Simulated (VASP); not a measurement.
Input of a VASP 6.6.1 run:

The input INCAR:

```
PREC = Accurate
ENCUT = 520
EDIFF = 1E-6
ISMEAR = -1
SIGMA = 0.1
LREAL = False
LASPH = True
NELM = 80
ALGO = Normal
ISIF = 2
LWAVE = False
LCHARG = False
GGA = PE
NBANDS = 10
```

Contents of KPOINTS:

```
Automatic mesh
0
Gamma
  11 11 11
```

File POSCAR:

```
Rb
1.0
    3.5546752896      0.0000000000      0.0000000000
    0.0000000000      3.5546752896      0.0000000000
    0.0000000000      0.0000000000      3.5546752896
Rb
1
Direct
    0.0000000000      0.0000000000      0.0000000000
```

Potentials or basis: VASP PAW PBE potentials, release 64 (Rb_sv).

The run is started by

```console
$ cat potpaw_PBE.64/Rb_sv/POTCAR > POTCAR
$ mpirun -np 1 vasp_std > vasp.out
```

(1) Estimate the pressure.

(2) Estimate the band gap on the k mesh.

Results:

(1) 6.2 GPa.

(2) zero (an odd number of electrons rules out a gap without spin polarisation).

Caveat: the cell stands under pressure.
